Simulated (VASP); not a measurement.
Here is a VASP 6.6.1 calculation.

The input INCAR:

```
PREC = Accurate ; ENCUT = 520
EDIFF = 1E-7 ; ISMEAR = -1
SIGMA = 0.05 ; LREAL = False
LASPH = True ; NELM = 150
ALGO = Normal ; ISIF = 2
LWAVE = False ; LCHARG = False
MAGMOM = 0 0 0 ; LORBIT = 11
LSORBIT = True ; GGA_COMPAT = False
LORBMOM = True ; LMAXMIX = 4
GGA = PE ; NBANDS = 22
```

Contents of KPOINTS:

```
Automatic mesh
0
Gamma
  17 17 17
```

The input POSCAR:

```
Cu
1.0
    0.0000000000      1.7887153358      1.7887153358
    1.7887153358      0.0000000000      1.7887153358
    1.7887153358      1.7887153358      0.0000000000
Cu
1
Direct
    0.0000000000      0.0000000000      0.0000000000
```

Potentials or basis: VASP PAW PBE potentials, release 64 (Cu).

Launch:

```console
$ cat potpaw_PBE.64/Cu/POTCAR > POTCAR
$ mpirun -np 1 vasp_ncl > vasp.out
```

(1) Predict the pressure.

(2) What does it give for the net moment?

Results:

(1) 7.2 GPa.

(2) 0.00 μB per cell.
